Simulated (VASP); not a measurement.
Runs of VASP 6.6.1 on Ta. The structure is that of space group Im-3m (No. 229), or close to it. The cells are those of the table. 

| cell | k mesh | cutoff (eV) | smearing | gap on the mesh (eV) | pressure (GPa) |
| --- | --- | --- | --- | --- | --- |
| a = 2.876 Å, angles 109.5°, 1 atom | 13 × 13 × 13 | 520 | methfessel-paxton 0.6 eV | none | -0.3 |
| a = 2.876 Å, angles 109.5°, 1 atom | 13 × 13 × 13 | 520 | gaussian 0.3 eV | none | 0.1 |
| a = 2.876 Å, angles 109.5°, 1 atom | 13 × 13 × 13 | 520 | methfessel-paxton 0.2 eV | none | 0.2 |
| a = 2.877 Å, angles 109.5°, 1 atom | 13 × 13 × 13 | 500 | fermi-dirac 0.1 eV | none | 0.1 |
| a = 2.876 Å, angles 109.5°, 1 atom | 22 × 22 × 22 | 520 | fermi-dirac 0.1 eV | none | 0.0 |
| a = 2.838 Å, angles 109.5°, 1 atom | 22 × 22 × 22 | 520 | fermi-dirac 0.1 eV | none | (a) |
| a = 2.877 Å, angles 109.5°, 1 atom | 22 × 22 × 22 | 500 | fermi-dirac 0.1 eV | none | -0.1 |
| a = 2.876 Å, angles 109.5°, 1 atom | 13 × 13 × 13 | 520 | fermi-dirac 0.6 eV | none | (b) |
| a = 2.876 Å, angles 109.5°, 1 atom | 13 × 13 × 13 | 520 | methfessel-paxton 1 eV | none | -0.2 |
| a = 2.756 Å, angles 109.5°, 1 atom | 22 × 22 × 22 | 520 | fermi-dirac 0.1 eV | none | 31.5 |
| a = 2.876 Å, angles 109.5°, 1 atom | 19 × 19 × 19 | 520 | fermi-dirac 0.1 eV | none | 0.0 |
| a = 2.876 Å, angles 109.5°, 1 atom | 13 × 13 × 13 | 520 | methfessel-paxton 0.3 eV | none | 0.0 |

Alike in all rows: task single point; level PBE; potentials or basis VASP PAW PBE potentials, release 64 (Ta_pv); no spin polarisation.

Problem. Fill in the values left out.

Solution. (a) 8.5; (b) 5.1.

Caveats: spin-orbit coupling is left out, which moves the levels of the heavy elements.

A k mesh can miss the band edges, and the runs leave out spin-orbit coupling on Ta.

A gap of «none» marks levels without a gap at the run's occupations.
